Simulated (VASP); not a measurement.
# CO2 (Pna2_1) in VASP: settings compared, part 2 of 2

VASP 6.6.1. The steps go on from the part before.

## 3. Electric field gradients, r2SCAN

Input file POSCAR:

```
CO2
1.0
   10.9946670000      0.0000000000      0.0000000000
    0.0000000000      3.7668170000      0.0000000000
    0.0000000000      0.0000000000      5.5832640000
C O
4 8
Direct
    0.6637600000      0.2372820000      0.1022770000
    0.3362400000      0.7627180000      0.6022770000
    0.8362400000      0.7372820000      0.6022770000
    0.1637600000      0.2627180000      0.1022770000
    0.5654210000      0.3277110000      0.0486220000
    0.4345790000      0.6722890000      0.5486220000
    0.9345790000      0.8277110000      0.5486220000
    0.0654210000      0.1722890000      0.0486220000
    0.7625500000      0.1467420000      0.1571000000
    0.2374500000      0.8532580000      0.6571000000
    0.7374500000      0.6467420000      0.6571000000
    0.2625500000      0.3532580000      0.1571000000
```

Input file INCAR.step1:

```
SYSTEM = CO2
ALGO     = Normal         ! electronic algorithm
EDIFF    = 1E-4           ! SCF threshold, eV
ENCUT    = 520            ! plane-wave cutoff, eV
GGA      = PE             ! functional
ISMEAR   = -1             ! smearing method
LASPH    = .True.         ! aspherical terms in the spheres
LCHARG   = .False.        ! write CHGCAR
LREAL    = .False.        ! projectors in reciprocal space
LWAVE    = .True.         ! write WAVECAR
NBANDS   = 44             ! bands
NELM     = 100            ! most SCF steps
PREC     = Accurate       ! precision mode
SIGMA    = 0.02           ! smearing width, eV
```

Input file INCAR.step2:

```
SYSTEM = CO2
ALGO     = Normal         ! electronic algorithm
EDIFF    = 1E-8           ! SCF threshold, eV
ENCUT    = 520            ! plane-wave cutoff, eV
ISIF     = 2              ! what is computed and relaxed
ISMEAR   = -1             ! smearing method
ISTART   = 1            
LASPH    = .True.         ! aspherical terms in the spheres
LCHARG   = .False.        ! write CHGCAR
LEFG     = .True.       
LMIXTAU  = .True.       
LREAL    = .False.        ! projectors in reciprocal space
LWAVE    = .False.        ! write WAVECAR
METAGGA  = R2SCAN         ! meta-GGA
NBANDS   = 44             ! bands
NELM     = 100            ! most SCF steps
PREC     = Accurate       ! precision mode
SIGMA    = 0.02           ! smearing width, eV
```

Input file KPOINTS:

```
k-points
0
Gamma
  2 6 4
  0 0 0
```

Potentials or basis: VASP PAW PBE potentials, release 64 (C, O).

Command:

```
cat potpaw_PBE.64/C/POTCAR potpaw_PBE.64/O/POTCAR > POTCAR
cp INCAR.step1 INCAR
mpirun -np 1 vasp_std > vasp.out
cp INCAR.step2 INCAR
mpirun -np 1 vasp_std > vasp.out
```

OUTCAR:

```text
SYSTEM = CO2
   EDIFF = 1E-8
   ENCUT = 520
   ISIF = 2
   ISMEAR = -1
   ISTART = 1
   LASPH = .True.
   LREAL = .False.
   METAGGA = R2SCAN
   NELM = 100
   PREC = Accurate

 ion  position               nearest neighbor table
   1  0.664  0.237  0.102-   5 1.17   9 1.18
   2  0.336  0.763  0.602-   6 1.17  10 1.18
   3  0.836  0.737  0.602-   7 1.17  11 1.18
   4  0.164  0.263  0.102-   8 1.17  12 1.18
   5  0.565  0.328  0.049-   1 1.17
   6  0.435  0.672  0.549-   2 1.17
   7  0.935  0.828  0.549-   3 1.17
   8  0.065  0.172  0.049-   4 1.17
   9  0.763  0.147  0.157-   1 1.18
  10  0.237  0.853  0.657-   2 1.18
  11  0.737  0.647  0.657-   3 1.18
  12  0.263  0.353  0.157-   4 1.18

  LATTYP: Found a simple orthorhombic cell.
 ALAT       =     3.7668170000
 B/A-ratio  =     1.4822233201
 C/A-ratio  =     2.9188216470

  Lattice vectors:

 A1 = (   0.0000000000,   3.7668170000,   0.0000000000)
 A2 = (   0.0000000000,   0.0000000000,   5.5832640000)
 A3 = (  10.9946670000,   0.0000000000,   0.0000000000)

Analysis of symmetry for initial positions (statically):
=====================================================================
 Subroutine PRICEL returns:
 Original cell was already a primitive cell.

 Routine SETGRP: Setting up the symmetry group for a
 simple orthorhombic supercell.

 Subroutine GETGRP returns: Found  4 space group operations
 (whereof  1 operations were pure point group operations)
 out of a pool of  8 trial point group operations.

The static configuration has the point symmetry C_1 .
 The point group associated with its full space group is C_2v.

Analysis of symmetry for dynamics (positions and initial velocities):
=====================================================================
 Subroutine PRICEL returns:
 Original cell was already a primitive cell.

 Routine SETGRP: Setting up the symmetry group for a
 simple orthorhombic supercell.

 Subroutine GETGRP returns: Found  4 space group operations
 (whereof  1 operations were pure point group operations)
 out of a pool of  8 trial point group operations.

The dynamic configuration has the point symmetry C_1 .
 The point group associated with its full space group is C_2v.

 Subroutine INISYM returns: Found  4 space group operations
 (whereof  1 operations are pure point group operations),
 and found     1 'primitive' translations

----------------------------------------------------------------------------------------

                                     Primitive cell

  volume of cell :     231.2303

  direct lattice vectors                    reciprocal lattice vectors
    10.994667000  0.000000000  0.000000000     0.090953187  0.000000000  0.000000000
     0.000000000  3.766817000  0.000000000     0.000000000  0.265476130  0.000000000
     0.000000000  0.000000000  5.583264000     0.000000000  0.000000000  0.179106702
[... 154 lines left out ...]
 cond. band min:       1.7219724202   @ k =   0.0000   0.0000   0.0000
 fundamental gap:      7.1474143935
 Fermi energy:        -4.9926715327

 k-point     1 :       0.0000    0.0000    0.0000
  band No.  band energies     occupation
      1     -26.9301      2.00000
      2     -26.9125      2.00000
      3     -26.8228      2.00000
      4     -26.8155      2.00000
      5     -25.7743      2.00000
      6     -25.7710      2.00000
[... 1117 lines left out ...]
     43       5.4043      0.00000
     44       5.4043      0.00000

------------------------ aborting loop because EDIFF is reached ----------------------------------------

  FORCE on cell =-STRESS in cart. coord.  units (eV):
  Direction    XX          YY          ZZ          XY          YZ          ZX
  --------------------------------------------------------------------------------------
  -------------------------------------------------------------------------------------
  Total       -6.4567629     -1.4195562     -1.3220602      0.0000000      0.0000000      0.0000000
  in kB      -44.7384211     -9.8359972     -9.1604547      0.0000000      0.0000000      0.0000000
  external PRESSURE =     -21.2449577 kB  Pullay stress =       0.0000000 kB

 VOLUME and BASIS-vectors are now :
 -----------------------------------------------------------------------------
  energy-cutoff  :      520.00
  volume of cell :      231.23
      direct lattice vectors                 reciprocal lattice vectors
    10.994667000  0.000000000  0.000000000     0.090953187  0.000000000  0.000000000
     0.000000000  3.766817000  0.000000000     0.000000000  0.265476130  0.000000000
     0.000000000  0.000000000  5.583264000     0.000000000  0.000000000  0.179106702

 POSITION                                       TOTAL-FORCE (eV/Angst)
 -----------------------------------------------------------------------------------
      7.29782      0.89380      0.57104        -0.085242      0.005005      0.005251
      3.69685      2.87302      3.36267         0.085242     -0.005005      0.005251
      9.19418      2.77721      3.36267         0.085242      0.005005      0.005251
      1.80049      0.98961      0.57104        -0.085242     -0.005005      0.005251
      6.21662      1.23443      0.27147         0.699711     -0.204165      0.202734
      4.77805      2.53239      3.06310        -0.699711      0.204165      0.202734
     10.27538      3.11784      3.06310        -0.699711     -0.204165      0.202734
      0.71928      0.64898      0.27147         0.699711      0.204165      0.202734
      8.38398      0.55275      0.87713        -0.712495      0.187717     -0.207985
      2.61068      3.21407      3.66876         0.712495     -0.187717     -0.207985
      8.10802      2.43616      3.66876         0.712495      0.187717     -0.207985
      2.88665      1.33066      0.87713        -0.712495     -0.187717     -0.207985
 -----------------------------------------------------------------------------------
    total drift:                                0.000000      0.000000      0.002576

  FREE ENERGIE OF THE ION-ELECTRON SYSTEM (eV)
  ---------------------------------------------------
  free  energy   TOTEN  =      -102.5995755908 eV

  energy  without entropy=     -102.5995755907  energy(sigma->0) =     -102.59957559

 Electric field gradients (V/A^2)
---------------------------------------------------------------------
 ion       V_xx      V_yy      V_zz      V_xy      V_xz      V_yz
---------------------------------------------------------------------
   1     -43.280    21.136    22.144    22.558   -20.049     6.444
   2     -43.280    21.136    22.144    22.558    20.049    -6.444
   3     -43.280    21.136    22.144   -22.558    20.049     6.444
   4     -43.280    21.136    22.144   -22.558   -20.049    -6.444
   5      55.080   -25.009   -30.071   -28.416    26.136    -6.704
   6      55.080   -25.009   -30.071   -28.416   -26.136     6.704
   7      55.080   -25.009   -30.071    28.416   -26.136    -6.704
   8      55.080   -25.009   -30.071    28.416    26.136     6.704
   9      60.340   -28.353   -31.987   -31.043    29.004    -8.852
  10      60.340   -28.353   -31.987   -31.043   -29.004     8.852
  11      60.340   -28.353   -31.987    31.043   -29.004    -8.852
  12      60.340   -28.353   -31.987    31.043    29.004     8.852
---------------------------------------------------------------------

 Electric field gradients after diagonalization (V/A^2)
 (convention: |V_zz| > |V_xx| > |V_yy|)
----------------------------------------------------------------------
 ion       V_xx      V_yy      V_zz     asymmetry (V_yy - V_xx)/ V_zz
----------------------------------------------------------------------
   1      28.277    27.787   -56.065       0.009
   2      28.277    27.787   -56.065       0.009
   3      28.277    27.787   -56.065       0.009
   4      28.277    27.787   -56.065       0.009
   5     -37.827   -33.471    71.298       0.061
   6     -37.827   -33.471    71.298       0.061
   7     -37.827   -33.471    71.298       0.061
   8     -37.827   -33.471    71.298       0.061
   9     -40.345   -38.106    78.451       0.029
  10     -40.345   -38.106    78.451       0.029
  11     -40.345   -38.106    78.451       0.029
  12     -40.345   -38.106    78.451       0.029
----------------------------------------------------------------------

           NMR quadrupolar parameters

 Cq : quadrupolar parameter    Cq=e*Q*V_zz/h
 eta: asymmetry parameters     (V_yy - V_xx)/ V_zz
 Q  : nuclear electric quadrupole moment in mb (millibarn)
----------------------------------------------------------------------
 ion       Cq(MHz)       eta       Q (mb)
----------------------------------------------------------------------
   1      -0.136       0.009       1.000
   2      -0.136       0.009       1.000
   3      -0.136       0.009       1.000
   4      -0.136       0.009       1.000
   5       0.172       0.061       1.000
   6       0.172       0.061       1.000
   7       0.172       0.061       1.000
   8       0.172       0.061       1.000
   9       0.190       0.029       1.000
  10       0.190       0.029       1.000
  11       0.190       0.029       1.000
  12       0.190       0.029       1.000
----------------------------------------------------------------------
```

Wall time 13 min (1 thread of Intel Xeon Platinum 8259CL at 2.50GHz (Skylake/Cascade Lake), shared host); peak memory 0.44 GiB.

What came out:

```
Free energy            : -102.5996 eV
Pressure               : -2.1 GPa
Largest force          : 0.766 eV/Å
Band gap on the k mesh : 7.15 eV, direct
```

Forces on the atoms (eV/Å):
```
C   -0.085  0.005  0.005
C    0.085 -0.005  0.005
C    0.085  0.005  0.005
C   -0.085 -0.005  0.005
O    0.700 -0.204  0.203
O   -0.700  0.204  0.203
O   -0.700 -0.204  0.203
O    0.700  0.204  0.203
O   -0.712  0.188 -0.208
O    0.712 -0.188 -0.208
O    0.712  0.188 -0.208
O   -0.712 -0.188 -0.208
```

Electric field gradients, principal values (V/Å²):
```csv
atom,least,middle,greatest (by size)
1 C,27.787,28.277,-56.065
2 C,27.787,28.277,-56.065
3 C,27.787,28.277,-56.065
4 C,27.787,28.277,-56.065
5 O,-33.471,-37.827,71.298
6 O,-33.471,-37.827,71.298
7 O,-33.471,-37.827,71.298
8 O,-33.471,-37.827,71.298
9 O,-38.106,-40.345,78.451
10 O,-38.106,-40.345,78.451
11 O,-38.106,-40.345,78.451
12 O,-38.106,-40.345,78.451
```

Caveat: without QUAD_EFG the Cq values of the log hold for a quadrupole moment of 1 mb, not for the nuclei; the PAW data sets were made with another functional, which shifts forces and pressure a little.
